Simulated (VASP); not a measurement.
Crystal: SiC.

```
Si C
1.0
     3.07600    0.00000    0.00000
    -1.53800    2.66389    0.00000
     0.00000    0.00000    5.04800
Si C
2 2
Direct
  0.33333 0.66667 0.00000
  0.66667 0.33333 0.50000
  0.33333 0.66667 0.38500
  0.66667 0.33333 0.88500
```

| Item | Value |
| --- | --- |
| Program | VASP 6.6.1 |
| Task | relaxation of cell and atoms |
| Functional | LDA |
| Potentials or basis | VASP PAW LDA potentials, release 64 (Si, C) |
| Cutoff | 600 eV |
| k mesh | 16 × 16 × 8 |
| Occupations | fermi-dirac, width 0.05 eV |
| Spin | no spin polarisation |

At the start: pressure -3.7 GPa; volume 10.34 Å³/atom.

Task: How do energy, volume and symmetry change on relaxing?

Result: Over 8 steps the energy falls by 11.1 meV/atom and the volume is 10.16 Å³/atom (-1.8 %); space group P6_3mc (No. 186, to 0.05 Å).

The path:
```tsv
step	energy change (eV)	largest force (eV/Å)	pressure (GPa)	volume (Å³)
1	0.0000	0.7346	-3.74	41.36
2	-0.0074	0.6671	4.26	39.93
3	-0.0419	0.0779	0.20	40.58
4	-0.0419	0.0626	0.29	40.57
5	-0.0445	0.0131	0.16	40.59
6	-0.0446	0.0023	0.18	40.59
7	-0.0446	0.0019	-0.15	40.65
8	-0.0446	0.0000	0.00	40.62
```

Final structure:
```
Si C
1.0
     3.05740    0.00000    0.00000
    -1.52870    2.64778    0.00000
     0.00000    0.00000    5.01788
Si C
2 2
Direct
  0.33333 0.66667 0.00460
  0.66667 0.33333 0.50460
  0.33333 0.66667 0.38040
  0.66667 0.33333 0.88040
```
